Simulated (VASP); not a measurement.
# WC (P-6m2) in VASP: a series of runs

WC is run at these levels: PBEsol; tasks: single point.

Program: VASP 6.6.1. These are calculated values, not measurements. Logs are shortened: lines on timing, memory, paths and dates and some standing lists are left out, and cuts for length are marked.

## (1) The cell of the first run

The structure is hexagonal, space group P-6m2 (No. 187). Conventional cell: a = 2.901 Å, b = 2.901 Å, c = 2.829 Å, α = 90.00°, β = 90.00°, γ = 120.00°. W (site symmetry -6m2) has 6 C at 2.19 Å and 2 W at 2.83 Å within 2.9 Å. Within 2.9 Å of C (site symmetry -6m2) lie 6 W at 2.19 Å and 2 C at 2.83 Å.

## (2) Single point, PBEsol

Contents of INCAR:

```
ALGO = Normal
EDIFF = 1E-7
ENCUT = 520
GGA = PS
ISIF = 2
ISMEAR = 0
LASPH = T
LCHARG = F
LREAL = F
LWAVE = F
NBANDS = 16
NELM = 100
PREC = Accurate
SIGMA = 0.15
```

Contents of KPOINTS:

```
k-points
0
Gamma
  21 21 18
```

Contents of POSCAR:

```
WC
1.0
    2.9005014360      0.0000000000      0.0000000000
   -1.4502507180      2.5119079273      0.0000000000
    0.0000000000      0.0000000000      2.8290000000
W C
1 1
Direct
    0.0000000000      0.0000000000      0.0000000000
    0.6666666667      0.3333333333      0.5000000000
```

Potentials or basis: VASP PAW PBE potentials, release 64 (W_sv, C).

Launch:

```sh
$ cat potpaw_PBE.64/W_sv/POTCAR potpaw_PBE.64/C/POTCAR > POTCAR
$ mpirun -np 1 vasp_std > vasp.out
```

OUTCAR:

```text
EDIFF = 1E-7
   ENCUT = 520
   GGA = PS
   ISIF = 2
   ISMEAR = 0
   LASPH = T
   LREAL = F
   NELM = 100
   PREC = Accurate

 ion  position               nearest neighbor table
   1  0.000  0.000  0.000-   2 2.19   2 2.19   2 2.19   2 2.19   2 2.19   2 2.19
   2  0.667  0.333  0.500-   1 2.19   1 2.19   1 2.19   1 2.19   1 2.19   1 2.19

  LATTYP: Found a hexagonal cell.
 ALAT       =     2.9005014360
 C/A-ratio  =     0.9753485949

  Lattice vectors:

 A1 = (   2.9005014360,   0.0000000000,   0.0000000000)
 A2 = (  -1.4502507180,   2.5119079273,   0.0000000000)
 A3 = (   0.0000000000,   0.0000000000,   2.8290000000)

Analysis of symmetry for initial positions (statically):
=====================================================================
 Subroutine PRICEL returns:
 Original cell was already a primitive cell.

 Routine SETGRP: Setting up the symmetry group for a
 hexagonal supercell.

 Subroutine GETGRP returns: Found 12 space group operations
 (whereof 12 operations were pure point group operations)
 out of a pool of 24 trial point group operations.

The static configuration has the point symmetry D_3h.

Analysis of symmetry for dynamics (positions and initial velocities):
=====================================================================
 Subroutine PRICEL returns:
 Original cell was already a primitive cell.

 Routine SETGRP: Setting up the symmetry group for a
 hexagonal supercell.

 Subroutine GETGRP returns: Found 12 space group operations
 (whereof 12 operations were pure point group operations)
 out of a pool of 24 trial point group operations.

The dynamic configuration has the point symmetry D_3h.

 Subroutine INISYM returns: Found 12 space group operations
 (whereof 12 operations are pure point group operations),
 and found     1 'primitive' translations

----------------------------------------------------------------------------------------

                                     Primitive cell

  volume of cell :      20.6115

  direct lattice vectors                    reciprocal lattice vectors
     2.900501436  0.000000000  0.000000000     0.344767973  0.199051882  0.000000000
    -1.450250718  2.511907927  0.000000000     0.000000000  0.398103764  0.000000000
     0.000000000  0.000000000  2.829000000     0.000000000  0.000000000  0.353481796

  length of vectors
     2.900501436  2.900501436  2.829000000     0.398103764  0.398103764  0.353481796

  position of ions in fractional coordinates (direct lattice)
     0.000000000  0.000000000  0.000000000
     0.666666667  0.333333333  0.500000000

  ion indices of the primitive-cell ions
   primitive index   ion index
                 1           1
                 2           2

----------------------------------------------------------------------------------------

 KPOINTS: k-points

Automatic generation of k-mesh.
 Grid dimensions read from file:
 generate k-points for:   21   21   18

 Generating k-lattice:

  Cartesian coordinates                     Fractional coordinates (reciprocal lattice)
     0.016417523  0.009478661  0.000000000     0.047619048 -0.000000000  0.000000000
     0.000000000  0.018957322  0.000000000     0.000000000  0.047619048  0.000000000
     0.000000000  0.000000000  0.019637878     0.000000000  0.000000000  0.055555556

  Length of vectors
     0.018957322  0.018957322  0.019637878

  Shift w.r.t. Gamma in fractional coordinates (k-lattice)
     0.000000000  0.000000000  0.000000000

 Subroutine IBZKPT returns following result:
 ===========================================

 Found    480 irreducible k-points:

 Following reciprocal coordinates:
            Coordinates               Weight
  0.000000  0.000000  0.000000      1.000000
  0.047619  0.000000  0.000000      6.000000
  0.095238  0.000000  0.000000      6.000000
  0.142857  0.000000  0.000000      6.000000
  0.190476  0.000000  0.000000      6.000000
  0.238095 -0.000000  0.000000      6.000000
[... 16 lines left out ...]
  0.142857  0.095238  0.000000     12.000000
  0.190476  0.095238  0.000000     12.000000
 [... further k-points ...]
   k-points           NKPTS =    480   k-points in BZ     NKDIM =    480   number of bands    NBANDS=     16
   number of dos      NEDOS =    301   number of ions     NIONS =      2
   total plane-waves  NPLWV =  13824
   dimension x,y,z NGX =    24 NGY =   24 NGZ =   24
   dimension x,y,z NGXF=    48 NGYF=   48 NGZF=   48
   ions per type =               1   1
   NGX,Y,Z   is equivalent  to a cutoff of  13.76, 13.76, 14.10 a.u.
   NGXF,Y,Z  is equivalent  to a cutoff of  27.51, 27.51, 28.21 a.u.
 SYSTEM =  unknown system
   PREC   = accura    normal or accurate (medium, high low for compatibility)
   ISTART =      0    job   : 0-new  1-cont  2-samecut
   ICHARG =      2    charge: 1-file 2-atom 10-const
   ISPIN  =      1    spin polarized calculation?
   LNONCOLLINEAR =      F non collinear calculations
   LSORBIT =      F    spin-orbit coupling
   LASPH  =      T    aspherical Exc in radial PAW
   ENCUT  =  520.0 eV  38.22 Ry    6.18 a.u.   5.39  5.39  5.26*2*pi/ulx,y,z
   NELM   =    100;   NELMIN=  2; NELMDL= -5     # of ELM steps
   EDIFF  = 0.1E-06   stopping-criterion for ELM
   LREAL  =      F    real-space projection
   EDIFFG = 0.1E-05   stopping-criterion for IOM
   NSW    =      0    number of steps for IOM
   IBRION =     -1    ionic relax: 0-MD 1-quasi-New 2-CG
   NFREE  =      0    steps in history (QN), initial steepest desc. (CG)
   ISIF   =      2    stress and relaxation
   ISYM   =      2    0-nonsym 1-usesym 2-fastsym
   POTIM  = 0.5000    time-step for ionic-motion
   TEBEG  =    0.0;   TEEND  =   0.0 temperature during run
   PSTRESS=    0.0 pullay stress
   NELECT =      18.0000    total number of electrons
   NUPDOWN=      -1.0000    fix difference up-down
   EMIN   =  10.00;   EMAX   =-10.00  energy-range for DOS
   EFERMI =   0.00;   METHOD = LEGACY
   ISMEAR =     0;   SIGMA  =   0.15  broadening in eV -4-tet -1-fermi 0-gaus
   EFERMI_NEDOS =   21; number of points for ismear=-14 and -15
   IALGO  =     38    algorithm
   IMIX   =      4    mixing-type and parameters
     AMIX     =   0.40;   BMIX     =  1.00
     AMIX_MAG =   1.60;   BMIX_MAG =  1.00
  volume/ion in A,a.u.               =      10.31        69.55
  Fermi-wavevector in a.u.,A,eV,Ry     =   1.564813  2.957068 33.315762  2.448639
  Thomas-Fermi vector in A             =   2.667381
   LORBIT       =      0    0 simple, 1 ext, 2 COOP (PROOUT), +10 PAW based schemes
   GGA     = PS    functional components
   LHFCALC =     F    Hartree Fock is set to
   AEXX    =    0.0000 exact exchange contribution
   IVDW    =     0    specifies the selected vdW correction
   LEPSILON=     F    determine dielectric tensor
   LRPA    =     F    only Hartree local field effects (RPA)
 non-spin polarized calculation
 Gauss-broadening in eV      SIGMA  =   0.15
  energy-cutoff  :      520.00
  volume of cell :       20.61
 maximum number of plane-waves:       580
 NGX is ok and might be reduce to    24
   NGX = 11   NGY = 11   NGZ = 11

 number of electron      18.0000001 magnetization

 Free energy of the ion-electron system (eV)
  ---------------------------------------------------
  ext. energy  EPLUGINS =         0.00000000
  ---------------------------------------------------
  free energy    TOTEN  =       -23.90141800 eV

  energy without entropy =      -23.89769384  energy(sigma->0) =      -23.89955592

 E-fermi :  11.0224     XC(G=0): -13.9655

 val. band max:       11.0093226372   @ k =   0.0952   0.0000   0.3333
 cond. band min:      11.0294223451   @ k =   0.4286   0.0476   0.5000
 fundamental gap:      0.0200997078
 Fermi energy:        11.0224244340

 k-point     1 :       0.0000    0.0000    0.0000
  band No.  band energies     occupation
      1     -62.8910      2.00000
      2     -26.8773      2.00000
      3     -26.7724      2.00000
      4     -26.7724      2.00000
      5      -3.4511      2.00000
      6       6.6605      2.00000
[... 8 lines left out ...]
     15      25.4030      0.00000
     16      27.7907      0.00000

 k-point     2 :       0.0476    0.0000    0.0000
  band No.  band energies     occupation
      1     -62.8897      2.00000
      2     -26.8747      2.00000
      3     -26.7922      2.00000
      4     -26.7769      2.00000
      5      -3.3901      2.00000
      6       6.6847      2.00000
[... 8 lines left out ...]
     15      25.2532      0.00000
     16      27.9192      0.00000

 k-point     3 :       0.0952    0.0000    0.0000
  band No.  band energies     occupation
      1     -62.8858      2.00000
      2     -26.8673      2.00000
      3     -26.8493      2.00000
      4     -26.7898      2.00000
      5      -3.2106      2.00000
      6       6.7003      2.00000
[... 8 lines left out ...]
     15      24.9710      0.00000
     16      28.2932      0.00000

 k-point     4 :       0.1429    0.0000    0.0000
  band No.  band energies     occupation
      1     -62.8797      2.00000
      2     -26.9380      2.00000
      3     -26.8558      2.00000
      4     -26.8100      2.00000
      5      -2.9230      2.00000
      6       6.4978      2.00000
[... 8 lines left out ...]
     15      24.7576      0.00000
     16      28.8817      0.00000

 k-point     5 :       0.1905    0.0000    0.0000
  band No.  band energies     occupation
      1     -62.8719      2.00000
      2     -27.0492      2.00000
      3     -26.8410      2.00000
      4     -26.8356      2.00000
      5      -2.5440      2.00000
      6       6.0716      2.00000
[... 8 lines left out ...]
     15      24.7253      0.00000
     16      29.5715      0.00000

 k-point     6 :       0.2381   -0.0000    0.0000
  band No.  band energies     occupation
      1     -62.8631      2.00000
      2     -27.1723      2.00000
      3     -26.8643      2.00000
      4     -26.8243      2.00000
      5      -2.0958      2.00000
      6       5.5885      2.00000
[... 8 lines left out ...]
     15      24.9658      0.00000
     16      29.3573      0.00000

 k-point     7 :       0.2857    0.0000    0.0000
  band No.  band energies     occupation
      1     -62.8541      2.00000
      2     -27.2960      2.00000
      3     -26.8934      2.00000
      4     -26.8072      2.00000
      5      -1.6063      2.00000
      6       5.1224      2.00000
[... 8 lines left out ...]
     15      25.5010      0.00000
     16      28.7537      0.00000

 k-point     8 :       0.3333    0.0000    0.0000
  band No.  band energies     occupation
      1     -62.8457      2.00000
      2     -27.4096      2.00000
      3     -26.9205      2.00000
      4     -26.7911      2.00000
      5      -1.1102      2.00000
      6       4.7071      2.00000
[... 8 lines left out ...]
     15      26.0062      0.00000
     16      27.7836      0.00000

 k-point     9 :       0.3810    0.0000    0.0000
  band No.  band energies     occupation
      1     -62.8387      2.00000
      2     -27.5036      2.00000
      3     -26.9431      2.00000
      4     -26.7776      2.00000
      5      -0.6519      2.00000
      6       4.3637      2.00000
[... 8 lines left out ...]
     15      25.4591      0.00000
     16      27.9613      0.00000
[... 172 lines left out ...]
 k-point    19 :       0.3810    0.0476    0.0000
  band No.  band energies     occupation
      1     -62.8354      2.00000
      2     -27.5367      2.00000
      3     -26.9636      2.00000
      4     -26.7715      2.00000
      5      -0.4195      2.00000
      6       4.2330      2.00000
[... 8 lines left out ...]
     15      25.0689      0.00000
     16      28.2712      0.00000

 k-point    20 :       0.4286    0.0476    0.0000
  band No.  band energies     occupation
      1     -62.8315      2.00000
      2     -27.5869      2.00000
      3     -26.9766      2.00000
      4     -26.7640      2.00000
      5      -0.1270      2.00000
      6       4.0400      2.00000
[... 8 lines left out ...]
     15      24.3077      0.00000
     16      28.8912      0.00000

 k-point    21 :       0.4762    0.0476    0.0000
  band No.  band energies     occupation
      1     -62.8302      2.00000
      2     -27.6041      2.00000
      3     -26.9811      2.00000
      4     -26.7615      2.00000
      5      -0.0205      2.00000
      6       3.9716      2.00000
[... 8 lines left out ...]
     15      24.0255      0.00000
     16      29.1313      0.00000

 k-point    22 :       0.0952    0.0952    0.0000
  band No.  band energies     occupation
      1     -62.8762      2.00000
      2     -26.9825      2.00000
      3     -26.8492      2.00000
      4     -26.8266      2.00000
      5      -2.7559      2.00000
      6       6.3320      2.00000
[... 8 lines left out ...]
     15      24.7299      0.00000
     16      29.0282      0.00000

 k-point    23 :       0.1429    0.0952    0.0000
  band No.  band energies     occupation
      1     -62.8688      2.00000
      2     -27.0825      2.00000
      3     -26.8568      2.00000
      4     -26.8351      2.00000
      5      -2.3853      2.00000
      6       5.9296      2.00000
[... 8 lines left out ...]
     15      24.7816      0.00000
     16      29.4182      0.00000

 k-point    24 :       0.1905    0.0952    0.0000
  band No.  band energies     occupation
      1     -62.8604      2.00000
      2     -27.1931      2.00000
      3     -26.8910      2.00000
      4     -26.8191      2.00000
      5      -1.9452      2.00000
      6       5.4918      2.00000
[... 8 lines left out ...]
     15      25.0601      0.00000
     16      29.2659      0.00000

 [... further k-points ...]

------------------------ aborting loop because EDIFF is reached ----------------------------------------

  FORCE on cell =-STRESS in cart. coord.  units (eV):
  Direction    XX          YY          ZZ          XY          YZ          ZX
  --------------------------------------------------------------------------------------
  -------------------------------------------------------------------------------------
  Total        0.0656467      0.0656467      0.0796871      0.0000000      0.0000000      0.0000000
  in kB        5.1028645      5.1028645      6.1942493      0.0000000      0.0000000      0.0000000
  external PRESSURE =       5.4666595 kB  Pullay stress =       0.0000000 kB

 VOLUME and BASIS-vectors are now :
 -----------------------------------------------------------------------------
  energy-cutoff  :      520.00
  volume of cell :       20.61
      direct lattice vectors                 reciprocal lattice vectors
     2.900501436  0.000000000  0.000000000     0.344767973  0.199051882  0.000000000
    -1.450250718  2.511907927  0.000000000     0.000000000  0.398103764  0.000000000
     0.000000000  0.000000000  2.829000000     0.000000000  0.000000000  0.353481796

 POSITION                                       TOTAL-FORCE (eV/Angst)
 -----------------------------------------------------------------------------------
      0.00000      0.00000      0.00000        -0.000000     -0.000000      0.000000
      1.45025      0.83730      1.41450         0.000000      0.000000      0.000000
 -----------------------------------------------------------------------------------
    total drift:                                0.000000     -0.000000      0.000000

  FREE ENERGIE OF THE ION-ELECTRON SYSTEM (eV)
  ---------------------------------------------------
  free  energy   TOTEN  =       -23.9014180041 eV

  energy  without entropy=      -23.8976938448  energy(sigma->0) =      -23.89955592
```

Run time: 39 s. Hardware: 1 thread of Intel Xeon 6975P-C (Granite Rapids), shared host; peak memory 0.26 GiB.

What came out:

| Item | Value |
| --- | --- |
| Free energy | -23.9014 eV |
| Pressure | 0.5 GPa |
| Band gap on the k mesh | zero (band 9 reaches 11.71 eV, above the bottom of band 10 at 10.43 eV) |

Levels at points of the mesh, in eV from the Fermi level:
| k point | band 6 | band 7 | band 8 | band 9 | band 10 | band 11 | band 12 | band 13 |
| --- | --- | --- | --- | --- | --- | --- | --- | --- |
| (0.00, 0.00, 0.00) | -4.36 | -3.36 | -3.36 | 0.13 | 3.27 | 3.27 | 5.70 | 5.70 |
| (0.00, 0.00, 0.50) | -8.71 | -2.02 | -2.02 | -0.60 | -0.60 | 3.74 | 4.55 | 4.55 |

Caveat: the PAW data sets were made with another functional, which shifts forces and pressure a little; spin-orbit coupling is left out, which moves the levels of the heavy elements.

(Part 1 of 2 ends here.)
